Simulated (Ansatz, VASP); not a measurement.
## CuI: VASP beside Ansatz

```
CELL_PARAMETERS angstrom
0.00000 3.01203 3.01203
2.99697 0.00000 3.01203
2.99697 3.01203 0.00000
ATOMIC_POSITIONS crystal
Cu 0.00000 0.00000 0.00000
I 0.25000 0.25000 0.25000
```

Change from the starting cell: uniaxial_x strain -0.5%.

Alike in both runs: task single point; functional PBE; k mesh 8 × 8 × 8; occupations fermi-dirac, width 0.02 eV; no spin polarisation.

```csv
,VASP,Ansatz
version,VASP 6.6.1,Ansatz 0.2.0
potentials or method,"VASP PAW PBE potentials, release 64 (Cu, I)","plane waves, PAW"
plane-wave cutoff (eV),520,420
valence electrons in the cell,18,36
```

Ansatz gave:

* gap on the k mesh at the Fermi level (eV): 1.18
* pressure (GPa): 1.4
* traceless stress, the component that is largest in VASP (GPa): 0.06

Task: What did VASP give for the same quantities?

Result: gap on the k mesh at the Fermi level (eV): 1.20; pressure (GPa): 1.4; traceless stress, the component that is largest in VASP (GPa): 0.06.

With one functional, cell and mesh, what is left measures potentials, basis and numerics. VASP's potentials hold 18 valence electrons a cell and Ansatz's 36, so a difference there can come from the potentials and not from the codes.

Neither program's run includes spin-orbit coupling.
